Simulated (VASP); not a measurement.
A run of VASP 6.6.1 is set up as follows.

The input INCAR:

```
SYSTEM = Ta4N3
PREC = Accurate
ENCUT = 520
EDIFF = 1E-7
ISMEAR = 0
SIGMA = 0.1
LREAL = .FALSE.
LASPH = .TRUE.
NELM = 80
ALGO = Fast
ISIF = 2
LWAVE = .FALSE.
LCHARG = .TRUE.
GGA = PS
LELF = .TRUE.
LVHAR = .TRUE.
NBANDS = 38
```

KPOINTS

```
regular mesh
0
G
  12 12 12
  0 0 0
```

File POSCAR:

```
Ta4N3
1.0
   -2.2216268187      2.2216268187      4.3551941778
    2.2216268187     -2.2216268187      4.3551941778
    2.2216268187      2.2216268187     -4.3551941778
Ta N
4 3
Direct
    0.0000000000      0.5000000000      0.5000000000
    0.2599072732      0.2599072732      0.0000000000
    0.5000000000      0.0000000000      0.5000000000
    0.7400927268      0.7400927268      0.0000000000
    0.7500000000      0.2500000000      0.5000000000
    0.0000000000      0.0000000000      0.0000000000
    0.2500000000      0.7500000000      0.5000000000
```

Potentials or basis: VASP PAW PBE potentials, release 64 (Ta_pv, N).

Run with:

```bash
$ cat potpaw_PBE.64/Ta_pv/POTCAR potpaw_PBE.64/N/POTCAR > POTCAR
$ mpirun -np 1 vasp_std > vasp.out
```

**Question.** Estimate the largest force.

**Answer.** 0.026 eV/Å.

**Question.** What does it give for the band gap on the k mesh?

**Answer.** Zero (an odd number of electrons rules out a gap without spin polarisation).

**Question.** Predict the pressure.

**Answer.** -16.5 GPa.

Stress tensor (GPa, compression positive):
```
-16.59   0.00   0.00
  0.00 -16.59   0.00
  0.00   0.00 -16.45
```

Caveat: the cell stands under tension; the PAW data sets were made with another functional, which shifts forces and pressure a little; spin-orbit coupling is left out, which moves the levels of the heavy elements; an odd number of electrons without spin polarisation forces a metal; a magnetic or distorted state may lie lower.
